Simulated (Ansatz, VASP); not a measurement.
## Two plane-wave programs on InAs

INCAR

```
SYSTEM = InAs
PREC = Accurate
ENCUT = 520
EDIFF = 1E-6
ISMEAR = 0
SIGMA = 0.1
LREAL = .FALSE.
LASPH = .TRUE.
NELM = 150
ALGO = Normal
ISIF = 2
LWAVE = .FALSE.
LCHARG = .FALSE.
MAGMOM = 0 0 0 0 0 0
LORBIT = 11
LSORBIT = .TRUE.
GGA_COMPAT = .FALSE.
LORBMOM = .TRUE.
GGA = PE
NBANDS = 30
```

File KPOINTS:

```
regular mesh
0
G
  12 12 12
  0 0 0
```

File POSCAR:

```
InAs
1.0
    0.0000000000      3.0924443351      3.0924443351
    3.0924443351      0.0000000000      3.0924443351
    3.0924443351      3.0924443351      0.0000000000
In As
1 1
Direct
    0.0000000000      0.0000000000      0.0000000000
    0.2500000000      0.2500000000      0.2500000000
```

Input for Ansatz:

```yaml
crystal:
  lattice:
    - [0.0, 3.0924443351, 3.0924443351]
    - [3.0924443351, 0.0, 3.0924443351]
    - [3.0924443351, 3.0924443351, 0.0]
  atoms:
    - { symbol: In, position: [0.0, 0.0, 0.0] }
    - { symbol: As, position: [0.25, 0.25, 0.25] }
basis:
  ecutwfc: 420
kpoints:
  mp_grid: { grid: [12, 12, 12] }
  band_path:
    path:
      - [[0.0, 0.0, 0.0], [-0.5, -0.5, 0.0], [-0.375, -0.375, 0.25]]
      - [[-0.375, 0.0, 0.375], [0.0, 0.0, 0.0], [0.0, 0.0, 0.5], [-0.5, -0.25, 0.25], [-0.5, -0.5, 0.0]]
    npoints: 10
hamiltonian:
  xc: pbe
scf:
  occupations: { method: gaussian, width: 0.1 }
  n_extra_bands: 14
output:
  forces: true
  stress: true
  eigenvalues: true
  dos: { projected: false, de: 0.02, nscf_kmesh: { grid: [18, 18, 18] } }
  write_density: true
  write_potential: true
  elf: true
  volumetric_format: npy
magnetization:
  noncollinear: true
  spin_orbit: true
```

Alike in both runs: task single point; functional PBE; k mesh 12 × 12 × 12; occupations gaussian, width 0.1 eV; non-collinear spin, spin-orbit coupling.

|  | VASP | Ansatz |
| --- | --- | --- |
| version | VASP 6.6.1 | Ansatz 0.2.0 |
| potentials or method | VASP PAW PBE potentials, release 64 (In_d, As), cutoff 520 eV | plane waves, PAW |
| valence electrons in the cell | 18 | 28 |

VASP gave:

| Quantity | Value |
| --- | --- |
| pressure (GPa) | 0.1 |
| net moment per atom (μB) | 0.00 |

**Question.** What did Ansatz give for the same quantities?

**Answer.** Pressure (GPa): 0.0; net moment per atom (μB): 0.00.

The functional is the same, so the differences come from potentials, cutoffs and numerics. VASP's potentials hold 18 valence electrons a cell and Ansatz's 28, so a difference there can come from the potentials and not from the codes.
